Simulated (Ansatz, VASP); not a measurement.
## BN in VASP and in Ansatz

The input INCAR:

```
SYSTEM = BN
PREC = Accurate ; ENCUT = 520
EDIFF = 1E-6 ; ISMEAR = 1
SIGMA = 0.05 ; LREAL = .FALSE.
LASPH = .TRUE. ; NELM = 80
ALGO = Normal ; ISIF = 2
LWAVE = .FALSE. ; LCHARG = .FALSE.
GGA = PE ; IVDW = 12
NBANDS = 16
```

Contents of KPOINTS:

```
regular mesh
0
G
  12 12 4
  0 0 0
```

Contents of POSCAR:

```
BN
1.0
    2.5061127838      0.0000000000      0.0000000000
   -1.2530563919      2.1703573356      0.0000000000
    0.0000000000      0.0000000000      6.5923998870
B N
2 2
Direct
   -0.0723829998     -0.0294882317      0.5000000000
    0.3858684321      0.6562592202      0.0000000000
    0.0614762839      0.0080314294      0.0000000000
    0.6205081388      0.3560916720      0.5000000000
```

Input for Ansatz:

```yaml
crystal:
  lattice:
    - [2.5061127838, 0.0, 0.0]
    - [-1.2530563919, 2.1703573356, 0.0]
    - [0.0, 0.0, 6.592399887]
  atoms:
    - { symbol: B, position: [-0.0723829998, -0.0294882317, 0.5] }
    - { symbol: B, position: [0.3858684321, 0.6562592202, 0.0] }
    - { symbol: "N", position: [0.0614762839, 0.0080314294, 0.0] }
    - { symbol: "N", position: [0.6205081388, 0.356091672, 0.5] }
basis:
  ecutwfc: 520.0
kpoints:
  mp_grid: { grid: [12, 12, 4] }
hamiltonian:
  xc: pbe
  dispersion: d3bj
scf:
  occupations: { method: methfessel_paxton, width: 0.05 }
output:
  forces: true
  stress: true
  eigenvalues: true
```

Change from the starting cell: mode 4 frozen in at -0.145 Å and mode 10 at -0.064 Å (largest displacements).

Alike in both runs: task single point; functional PBE; dispersion D3(BJ); k mesh 12 × 12 × 4; occupations methfessel-paxton of order 1, width 0.05 eV; no spin polarisation.

|  | VASP | Ansatz |
| --- | --- | --- |
| version | VASP 6.6.1 | Ansatz 0.2.0 |
| potentials or method | VASP PAW PBE potentials, release 64 (B, N), cutoff 520 eV | scalar-relativistic, plane waves, PAW |
| valence electrons in the cell | 16 | 16 |

VASP gave:

| Property | Result |
| --- | --- |
| gap on the k mesh at the Fermi level (eV) | 3.94 |
| least direct gap on the mesh (eV) | 4.39 |
| pressure (GPa) | 3.2 |
| traceless stress, the component that is largest in VASP (GPa) | 11.81 |
| rms of the force components (eV/Å) | 2.380 |

Estimate Ansatz's values.

gap on the k mesh at the Fermi level (eV): 3.95; least direct gap on the mesh (eV): 4.39; pressure (GPa): 3.2; traceless stress, the component that is largest in VASP (GPa): 11.73; rms of the force components (eV/Å): 2.382.

Atom by atom the forces differ by 0.003 eV/Å (rms over components).
